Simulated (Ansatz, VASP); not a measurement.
**NbN in VASP and in Ansatz**

File INCAR:

```
SYSTEM = NbN
PREC     = Accurate       ! precision mode
ENCUT    = 520            ! plane-wave cutoff, eV
EDIFF    = 1E-8           ! SCF threshold, eV
ISMEAR   = -1             ! smearing method
SIGMA    = 0.08           ! smearing width, eV
LREAL    = .FALSE.        ! projectors in reciprocal space
LASPH    = .TRUE.         ! aspherical terms in the spheres
NELM     = 120            ! most SCF steps
ALGO     = Normal         ! electronic algorithm
ISIF     = 2              ! what is computed and relaxed
LWAVE    = .FALSE.        ! write WAVECAR
LCHARG   = .FALSE.        ! write CHGCAR
GGA      = PS             ! functional
LEFG     = .TRUE.       
NBANDS   = 16             ! bands
GGA_COMPAT= .FALSE.
```

The input KPOINTS:

```
regular mesh
0
G
  14 14 14
  0 0 0
```

Contents of POSCAR:

```
NbN
1.0
    0.0000000000      2.2017907512      2.2017907512
    2.2017907512      0.0000000000      2.2017907512
    2.2017907512      2.2017907512      0.0000000000
Nb N
1 1
Direct
    0.5000000000      0.5000000000      0.5000000000
    0.0000000000      0.0000000000      0.0000000000
```

Input for Ansatz:

```yaml
crystal:
  lattice:
    - [0.0, 2.2017907512, 2.2017907512]
    - [2.2017907512, 0.0, 2.2017907512]
    - [2.2017907512, 2.2017907512, 0.0]
  atoms:
    - { symbol: Nb, position: [0.5, 0.5, 0.5] }
    - { symbol: "N", position: [0.0, 0.0, 0.0] }
kpoints:
  mp_grid: { grid: [14, 14, 14] }
scf:
  occupations: { method: fermi_dirac, width: 0.08 }
hamiltonian:
  xc: pbesol
  pseudopotentials: { kind: paw }
output:
  forces: true
  stress: true
  eigenvalues: true
  efg: { contact_densities: true }
```

Change from the starting cell: volume scaled by 1.01, PAW files.

Alike in both runs: task electric field gradients; functional PBEsol; k mesh 14 × 14 × 14; occupations fermi-dirac, width 0.08 eV; no spin polarisation.

```csv
,VASP,Ansatz
version,VASP 6.6.1,Ansatz 0.2.0
potentials or method,"VASP PAW PBE potentials, release 64 (Nb_sv, N)","PAW with Ansatz's default frozen-core files, scalar-relativistic"
plane-wave cutoff (eV),520,420
valence electrons in the cell,18,18
```

|  | VASP | Ansatz | Ansatz less VASP |
| --- | --- | --- | --- |
| pressure (GPa) | -5.5 | -5.0 | +0.49 |

VASP's potentials were made for PBE, not for PBEsol.
